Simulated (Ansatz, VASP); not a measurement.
GaP in VASP and in Ansatz

```xyz
2
Lattice="0.0000 2.8343 2.6162 2.8343 0.0000 2.6162 2.8343 2.8343 0.0000" Properties=species:S:1:pos:R:3 pbc="T T T"
Ga    0.0000    0.0000    0.0000
P     4.2514    4.2514    3.9244
```

Change from the starting cell: strain +0.040 along x and y, -0.040 along z, atoms carried along.

Alike in both runs: task single point; functional r2SCAN; k mesh 8 × 8 × 8; occupations gaussian, width 0.05 eV; no spin polarisation.

|  | VASP | Ansatz |
| --- | --- | --- |
| version | VASP 6.6.1 | Ansatz 0.2.0 |
| potentials or method | VASP PAW PBE potentials, release 64 (Ga_d, P), cutoff 520 eV | scalar-relativistic, plane waves, PAW |
| valence electrons in the cell | 18 | 18 |

Ansatz gave:

* gap on the k mesh at the Fermi level (eV): 1.18
* least direct gap on the mesh (eV): 1.72
* pressure (GPa): -3.1
* traceless stress, the component that is largest in VASP (GPa): 3.75

Task: What did VASP give for the same quantities?

Result: gap on the k mesh at the Fermi level (eV): 1.19; least direct gap on the mesh (eV): 1.70; pressure (GPa): -3.2; traceless stress, the component that is largest in VASP (GPa): 3.76.

VASP's potentials were made for PBE, not for r2SCAN. The functional is the same, so the differences come from potentials, cutoffs and numerics.
